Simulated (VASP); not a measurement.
Input of a VASP 6.6.1 run:

Contents of INCAR:

```
  PREC = Accurate
  ENCUT = 600
  EDIFF = 1E-6
  ISMEAR = -1
  SIGMA = 0.1
  LREAL = False
  LASPH = True
  NELM = 120
  ALGO = Normal
  ISIF = 2
  LWAVE = False
  LCHARG = False
  GGA = PE
  NBANDS = 16
  GGA_COMPAT = False
```

File KPOINTS:

```
regular mesh
0
Gamma
  15 15 5
```

Contents of POSCAR:

```
C
1.0
    2.2936830918      0.0000000000      0.0000000000
   -1.1468415460      1.9863878257      0.0000000000
    0.0000000000      0.0000000000      4.2242036101
C
4
Direct
    0.0000000000      0.0000000000      0.2500000000
    0.0000000000      0.0000000000      0.7500000000
    0.3333333333      0.6666666667      0.2500000000
    0.6666666667      0.3333333333      0.7500000000
```

Potentials or basis: VASP PAW PBE potentials, release 64 (C).

Command:

```console
$ cat potpaw_PBE.64/C/POTCAR > POTCAR
$ mpirun -np 1 vasp_std > vasp.out
```

Q: What does it give for the pressure?

A: 187.6 GPa.

Q: Predict the band gap on the k mesh.

A: Zero (band 8 reaches 12.21 eV, above the bottom of band 9 at 10.52 eV).

Stress tensor (GPa, compression positive):
```
188.23   0.00   0.00
  0.00 188.23   0.00
  0.00   0.00 186.39
```
